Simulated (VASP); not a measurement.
# ZrSi4Pd (P6/mmm) in VASP: single point with PBE

Aim: the single point of ZrSi4Pd with PBE.

Program: VASP 6.6.1. These are calculated values, not measurements. Logs are shortened: lines on timing, memory, paths and dates and some standing lists are left out, and cuts for length are marked.

## Step 1: The cell of the first run

Symmetry: P6/mmm, No. 191, hexagonal system. The conventional cell has a = 5.115 Å, b = 5.115 Å, c = 4.512 Å, α = 90.00°, β = 90.00°, γ = 120.00°. Zr (site symmetry 6/mmm) has 2 Pd at 2.26 Å within 3.0 Å. Si (site symmetry 3m) has 1 Si at 1.60 Å within 2.1 Å. Within 3.0 Å of Pd (site symmetry 6/mmm) lie 2 Zr at 2.26 Å.

## Step 2: Single point, PBE

INCAR reads:

```
ALGO = Normal
EDIFF = 1E-6
ENCUT = 520
GGA = PE
ISIF = 2
ISMEAR = 0
LASPH = True
LCHARG = False
LREAL = False
LWAVE = False
NBANDS = 28
NELM = 100
PREC = Accurate
SIGMA = 0.1
```

KPOINTS reads:

```
k-points
0
Gamma
  6 6 4
```

POSCAR reads:

```
ZrSi4Pd
1.0
    5.1146498600      0.0000000000      0.0000000000
   -2.5573249300      4.4294167100      0.0000000000
    0.0000000000      0.0000000000      4.5115344500
Zr Si Pd
1 4 1
Direct
    0.0000000000      0.0000000000      0.0000000000
    0.3333333300      0.6666666700      0.6778530300
    0.3333333300      0.6666666700      0.3221469700
    0.6666666700      0.3333333300      0.3221469700
    0.6666666700      0.3333333300      0.6778530300
    0.0000000000      0.0000000000      0.5000000000
```

Potentials or basis: VASP PAW PBE potentials, release 64 (Zr_sv, Si, Pd).

On the command line:

```bash
$ cat potpaw_PBE.64/Zr_sv/POTCAR potpaw_PBE.64/Si/POTCAR potpaw_PBE.64/Pd/POTCAR > POTCAR
$ mpirun -np 1 vasp_std > vasp.out
```

OUTCAR:

```text
EDIFF = 1E-6
   ENCUT = 520
   GGA = PE
   ISIF = 2
   ISMEAR = 0
   LASPH = True
   LREAL = False
   NELM = 100
   PREC = Accurate

 ion  position               nearest neighbor table
   1  0.000  0.000  0.000-   6 2.26   6 2.26   4 3.29   5 3.29   2 3.29   3 3.29   2 3.29   3 3.29
                             4 3.29   5 3.29   4 3.29   5 3.29   2 3.29   3 3.29
   2  0.333  0.667  0.678-   3 1.60   3 2.91   5 2.95   5 2.95   5 2.95   6 3.06   6 3.06   6 3.06
                             1 3.29   1 3.29   1 3.29
   3  0.333  0.667  0.322-   2 1.60   2 2.91   4 2.95   4 2.95   4 2.95   6 3.06   6 3.06   6 3.06
                             1 3.29   1 3.29   1 3.29
   4  0.667  0.333  0.322-   5 1.60   5 2.91   3 2.95   3 2.95   3 2.95   6 3.06   6 3.06   6 3.06
                             1 3.29   1 3.29   1 3.29
   5  0.667  0.333  0.678-   4 1.60   4 2.91   2 2.95   2 2.95   2 2.95   6 3.06   6 3.06   6 3.06
                             1 3.29   1 3.29   1 3.29
   6  0.000  0.000  0.500-   1 2.26   1 2.26   3 3.06   4 3.06   5 3.06   2 3.06   2 3.06   3 3.06
                             4 3.06   5 3.06   4 3.06   5 3.06   2 3.06   3 3.06

  LATTYP: Found a hexagonal cell.
 ALAT       =     5.1146498600
 C/A-ratio  =     0.8820808019

  Lattice vectors:

 A1 = (   5.1146498600,   0.0000000000,   0.0000000000)
 A2 = (  -2.5573249300,   4.4294167100,   0.0000000000)
 A3 = (   0.0000000000,   0.0000000000,   4.5115344500)

Analysis of symmetry for initial positions (statically):
=====================================================================
 Subroutine PRICEL returns:
 Original cell was already a primitive cell.

 Routine SETGRP: Setting up the symmetry group for a
 hexagonal supercell.

 Subroutine GETGRP returns: Found 24 space group operations
 (whereof 24 operations were pure point group operations)
 out of a pool of 24 trial point group operations.

The static configuration has the point symmetry D_6h.

Analysis of symmetry for dynamics (positions and initial velocities):
=====================================================================
 Subroutine PRICEL returns:
 Original cell was already a primitive cell.

 Routine SETGRP: Setting up the symmetry group for a
 hexagonal supercell.

 Subroutine GETGRP returns: Found 24 space group operations
 (whereof 24 operations were pure point group operations)
 out of a pool of 24 trial point group operations.

The dynamic configuration has the point symmetry D_6h.

 Subroutine INISYM returns: Found 24 space group operations
 (whereof 24 operations are pure point group operations),
 and found     1 'primitive' translations

----------------------------------------------------------------------------------------

                                     Primitive cell

  volume of cell :     102.2084

  direct lattice vectors                    reciprocal lattice vectors
     5.114649860  0.000000000  0.000000000     0.195516805  0.112881680  0.000000000
    -2.557324930  4.429416710  0.000000000     0.000000000  0.225763360  0.000000000
     0.000000000  0.000000000  4.511534450     0.000000000  0.000000000  0.221654076

  length of vectors
     5.114649860  5.114649860  4.511534450     0.225763360  0.225763360  0.221654076

  position of ions in fractional coordinates (direct lattice)
     0.000000000  0.000000000  0.000000000
     0.333333330  0.666666670  0.677853030
     0.333333330  0.666666670  0.322146970
     0.666666670  0.333333330  0.322146970
     0.666666670  0.333333330  0.677853030
     0.000000000  0.000000000  0.500000000

  ion indices of the primitive-cell ions
   primitive index   ion index
                 1           1
                 2           2
                 3           3
                 4           4
                 5           5
                 6           6

----------------------------------------------------------------------------------------

 KPOINTS: k-points

Automatic generation of k-mesh.
 Grid dimensions read from file:
 generate k-points for:    6    6    4

 Generating k-lattice:

  Cartesian coordinates                     Fractional coordinates (reciprocal lattice)
     0.032586134  0.018813613  0.000000000     0.166666667  0.000000000  0.000000000
     0.000000000  0.037627227  0.000000000     0.000000000  0.166666667  0.000000000
     0.000000000  0.000000000  0.055413519     0.000000000  0.000000000  0.250000000

  Length of vectors
     0.037627227  0.037627227  0.055413519

  Shift w.r.t. Gamma in fractional coordinates (k-lattice)
     0.000000000  0.000000000  0.000000000

 Subroutine IBZKPT returns following result:
 ===========================================

 Found     21 irreducible k-points:

 Following reciprocal coordinates:
            Coordinates               Weight
  0.000000  0.000000  0.000000      1.000000
  0.166667  0.000000  0.000000      6.000000
  0.333333  0.000000  0.000000      6.000000
  0.500000  0.000000  0.000000      3.000000
  0.166667  0.166667  0.000000      6.000000
  0.333333  0.166667  0.000000     12.000000
[... 13 lines left out ...]
  0.333333  0.166667  0.500000     12.000000
  0.333333  0.333333  0.500000      2.000000
   k-points           NKPTS =     21   k-points in BZ     NKDIM =     21   number of bands    NBANDS=     28
   number of dos      NEDOS =    301   number of ions     NIONS =      6
   total plane-waves  NPLWV =  57600
   dimension x,y,z NGX =    40 NGY =   40 NGZ =   36
   dimension x,y,z NGXF=    80 NGYF=   80 NGZF=   72
   ions per type =               1   4   1
   NGX,Y,Z   is equivalent  to a cutoff of  13.00, 13.00, 13.27 a.u.
   NGXF,Y,Z  is equivalent  to a cutoff of  26.00, 26.00, 26.53 a.u.
 SYSTEM =  unknown system
   PREC   = accura    normal or accurate (medium, high low for compatibility)
   ISTART =      0    job   : 0-new  1-cont  2-samecut
   ICHARG =      2    charge: 1-file 2-atom 10-const
   ISPIN  =      1    spin polarized calculation?
   LNONCOLLINEAR =      F non collinear calculations
   LSORBIT =      F    spin-orbit coupling
   LASPH  =      T    aspherical Exc in radial PAW
   ENCUT  =  520.0 eV  38.22 Ry    6.18 a.u.   9.51  9.51  8.39*2*pi/ulx,y,z
   NELM   =    100;   NELMIN=  2; NELMDL= -5     # of ELM steps
   EDIFF  = 0.1E-05   stopping-criterion for ELM
   LREAL  =      F    real-space projection
   EDIFFG = 0.1E-04   stopping-criterion for IOM
   NSW    =      0    number of steps for IOM
   IBRION =     -1    ionic relax: 0-MD 1-quasi-New 2-CG
   NFREE  =      0    steps in history (QN), initial steepest desc. (CG)
   ISIF   =      2    stress and relaxation
   ISYM   =      2    0-nonsym 1-usesym 2-fastsym
   POTIM  = 0.5000    time-step for ionic-motion
   TEBEG  =    0.0;   TEEND  =   0.0 temperature during run
   PSTRESS=    0.0 pullay stress
   NELECT =      38.0000    total number of electrons
   NUPDOWN=      -1.0000    fix difference up-down
   EMIN   =  10.00;   EMAX   =-10.00  energy-range for DOS
   EFERMI =   0.00;   METHOD = LEGACY
   ISMEAR =     0;   SIGMA  =   0.10  broadening in eV -4-tet -1-fermi 0-gaus
   EFERMI_NEDOS =   21; number of points for ismear=-14 and -15
   IALGO  =     38    algorithm
   IMIX   =      4    mixing-type and parameters
     AMIX     =   0.40;   BMIX     =  1.00
     AMIX_MAG =   1.60;   BMIX_MAG =  1.00
  volume/ion in A,a.u.               =      17.03       114.96
  Fermi-wavevector in a.u.,A,eV,Ry     =   1.177173  2.224535 18.854101  1.385737
  Thomas-Fermi vector in A             =   2.313525
   LORBIT       =      0    0 simple, 1 ext, 2 COOP (PROOUT), +10 PAW based schemes
   GGA     = PE    functional components
   LHFCALC =     F    Hartree Fock is set to
   AEXX    =    0.0000 exact exchange contribution
   IVDW    =     0    specifies the selected vdW correction
   LEPSILON=     F    determine dielectric tensor
   LRPA    =     F    only Hartree local field effects (RPA)
 non-spin polarized calculation
 Gauss-broadening in eV      SIGMA  =   0.10
  energy-cutoff  :      520.00
  volume of cell :      102.21
 maximum number of plane-waves:      2777
 NGX is ok and might be reduce to    40
   NGX = 19   NGY = 19   NGZ = 17

 number of electron      38.0000002 magnetization

 Free energy of the ion-electron system (eV)
  ---------------------------------------------------
  ext. energy  EPLUGINS =         0.00000000
  ---------------------------------------------------
  free energy    TOTEN  =       -17.45052867 eV

  energy without entropy =      -17.42553328  energy(sigma->0) =      -17.43803098

 E-fermi :   9.1901     XC(G=0): -10.9939

 val. band max:        9.1688849186   @ k =   0.5000   0.0000   0.2500
 cond. band min:       9.1918596132   @ k =   0.3333   0.1667   0.5000
 fundamental gap:      0.0229746946
 Fermi energy:         9.1901363758

 k-point     1 :       0.0000    0.0000    0.0000
  band No.  band energies     occupation
      1     -40.8507      2.00000
      2     -19.1722      2.00000
      3     -18.7512      2.00000
      4     -18.7512      2.00000
      5      -3.8744      2.00000
      6      -0.0320      2.00000
[... 20 lines left out ...]
     27      13.6264      0.00000
     28      14.9234      0.00000

 k-point     2 :       0.1667    0.0000    0.0000
  band No.  band energies     occupation
      1     -40.8507      2.00000
      2     -19.1721      2.00000
      3     -18.7527      2.00000
      4     -18.7516      2.00000
      5      -3.7058      2.00000
      6      -0.5361      2.00000
[... 20 lines left out ...]
     27      12.5927      0.00000
     28      13.9917      0.00000

 k-point     3 :       0.3333    0.0000    0.0000
  band No.  band energies     occupation
      1     -40.8506      2.00000
      2     -19.1718      2.00000
      3     -18.7556      2.00000
      4     -18.7522      2.00000
      5      -3.2432      2.00000
      6      -1.4097      2.00000
[... 20 lines left out ...]
     27      12.8603      0.00000
     28      13.0820      0.00000

 k-point     4 :       0.5000    0.0000    0.0000
  band No.  band energies     occupation
      1     -40.8506      2.00000
      2     -19.1716      2.00000
      3     -18.7570      2.00000
      4     -18.7526      2.00000
      5      -2.8015      2.00000
      6      -1.9947      2.00000
[... 20 lines left out ...]
     27      12.4835      0.00000
     28      12.5259      0.00000

 k-point     5 :       0.1667    0.1667    0.0000
  band No.  band energies     occupation
      1     -40.8506      2.00000
      2     -19.1719      2.00000
      3     -18.7546      2.00000
      4     -18.7524      2.00000
      5      -3.3883      2.00000
      6      -1.1634      2.00000
[... 20 lines left out ...]
     27      12.9311      0.00000
     28      13.5620      0.00000

 k-point     6 :       0.3333    0.1667    0.0000
  band No.  band energies     occupation
      1     -40.8506      2.00000
      2     -19.1716      2.00000
      3     -18.7563      2.00000
      4     -18.7533      2.00000
      5      -2.8583      2.00000
      6      -1.8844      2.00000
[... 370 lines left out ...]
      5      -2.3981      2.00000
      6      -1.5060      2.00000
[... 20 lines left out ...]
     27      12.3696      0.00000
     28      12.9115      0.00000

 k-point    19 :       0.1667    0.1667    0.5000
  band No.  band energies     occupation
      1     -40.8128      2.00000
      2     -19.5101      2.00000
      3     -18.7682      2.00000
      4     -18.7661      2.00000
      5      -2.8981      2.00000
      6      -0.7401      2.00000
[... 20 lines left out ...]
     27      12.7146      0.00000
     28      12.8352      0.00000

 k-point    20 :       0.3333    0.1667    0.5000
  band No.  band energies     occupation
      1     -40.8128      2.00000
      2     -19.5098      2.00000
      3     -18.7698      2.00000
      4     -18.7670      2.00000
      5      -2.4278      2.00000
      6      -1.4441      2.00000
[... 20 lines left out ...]
     27      12.2896      0.00000
     28      12.8781      0.00000

 k-point    21 :       0.3333    0.3333    0.5000
  band No.  band energies     occupation
      1     -40.8128      2.00000
      2     -19.5096      2.00000
      3     -18.7688      2.00000
      4     -18.7688      2.00000
      5      -1.9547      2.00000
      6      -1.9547      2.00000
[... 20 lines left out ...]
     27      12.5926      0.00000
     28      12.5926      0.00000

------------------------ aborting loop because EDIFF is reached ----------------------------------------

  FORCE on cell =-STRESS in cart. coord.  units (eV):
  Direction    XX          YY          ZZ          XY          YZ          ZX
  --------------------------------------------------------------------------------------
  -------------------------------------------------------------------------------------
  Total       -6.7318175     -6.7318175    116.9995613     -0.0000000      0.0000000      0.0000000
  in kB     -105.5252020   -105.5252020   1834.0369885     -0.0000000      0.0000000      0.0000000
  external PRESSURE =     540.9955282 kB  Pullay stress =       0.0000000 kB

 VOLUME and BASIS-vectors are now :
 -----------------------------------------------------------------------------
  energy-cutoff  :      520.00
  volume of cell :      102.21
      direct lattice vectors                 reciprocal lattice vectors
     5.114649860  0.000000000  0.000000000     0.195516805  0.112881680  0.000000000
    -2.557324930  4.429416710  0.000000000     0.000000000  0.225763360  0.000000000
     0.000000000  0.000000000  4.511534450     0.000000000  0.000000000  0.221654076

 POSITION                                       TOTAL-FORCE (eV/Angst)
 -----------------------------------------------------------------------------------
      0.00000      0.00000      0.00000        -0.000000      0.000000     -0.000000
     -0.00000      2.95294      3.05816         0.000000     -0.000000     31.255752
     -0.00000      2.95294      1.45338         0.000000      0.000000    -31.255752
      2.55732      1.47647      1.45338        -0.000000      0.000000    -31.255752
      2.55732      1.47647      3.05816         0.000000     -0.000000     31.255752
      0.00000      0.00000      2.25577        -0.000000      0.000000     -0.000000
 -----------------------------------------------------------------------------------
    total drift:                               -0.000000      0.000000      0.000000

  FREE ENERGIE OF THE ION-ELECTRON SYSTEM (eV)
  ---------------------------------------------------
  free  energy   TOTEN  =       -17.4505286749 eV

  energy  without entropy=      -17.4255332806  energy(sigma->0) =      -17.43803098
```

Wall time 43 s (1 thread of AMD EPYC 9R45 (Zen 5), shared host); peak memory 0.22 GiB.

Results:

| Item | Value |
| --- | --- |
| Free energy | -17.4505 eV |
| Pressure | 54.1 GPa |
| Largest force | 31.256 eV/Å |
| Band gap on the k mesh | zero (band 19 reaches 9.55 eV, above the bottom of band 20 at 8.07 eV) |

Forces in eV/Å, atoms in the order of the input:
```
Zr    0.000   0.000   0.000
Si    0.000   0.000  31.256
Si    0.000   0.000 -31.256
Si    0.000   0.000 -31.256
Si    0.000   0.000  31.256
Pd    0.000   0.000   0.000
```

Caveat: forces of over 1 eV/Å act on the atoms, so gaps and moduli don't describe the material at rest.
